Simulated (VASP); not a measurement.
Input of a VASP 6.6.1 run:

The input INCAR:

```
SYSTEM = HPt4
  PREC = Accurate
  ENCUT = 520
  EDIFF = 1E-6
  ISMEAR = 0
  SIGMA = 0.1
  LREAL = .FALSE.
  LASPH = .TRUE.
  NELM = 150
  ALGO = Normal
  ISIF = 2
  LWAVE = .FALSE.
  LCHARG = .FALSE.
  ISPIN = 2
  MAGMOM = 0 0 0 0 1
  LORBIT = 11
  LMAXMIX = 4
  LDIPOL = .TRUE.
  IDIPOL = 3
  DIPOL = 0.5 0.5 0.334
  GGA = PE
  NBANDS = 32
```

Contents of KPOINTS:

```
Automatic mesh
0
G
  9 7 1
  0 0 0
```

The input POSCAR:

```
HPt4
1.0
    2.8071640675      0.0000000000      0.0000000000
    0.0000000000      3.9699294961      0.0000000000
    0.0000000000      0.0000000000     21.1553936849
Pt H
4 1
Direct
    0.5000000000      0.5000000000      0.1890770770
    0.0000000000      0.0000000000      0.2554233740
    0.5000000000      0.5000000000      0.3268881911
    0.0000000000      0.0000000000      0.3854994999
    0.5000000000      0.5000000000      0.5145446049
```

Potentials or basis: VASP PAW PBE potentials, release 64 (Pt, H).

The run is started by

```bash
$ cat potpaw_PBE.64/Pt/POTCAR potpaw_PBE.64/H/POTCAR > POTCAR
$ mpirun -np 1 vasp_std > vasp.out
```

Task: Estimate the site moments.

Result: Pt +0.01, -0.03, -0.04 (each value once); H +0.37 μB.

Task: What does it give for the largest force?

Result: 0.925 eV/Å.

Forces on the atoms (eV/Å):
```
Pt   0.000  0.000  0.925
Pt   0.000  0.000 -0.814
Pt   0.000  0.000 -0.087
Pt   0.000  0.000  0.081
H    0.000  0.000 -0.105
```
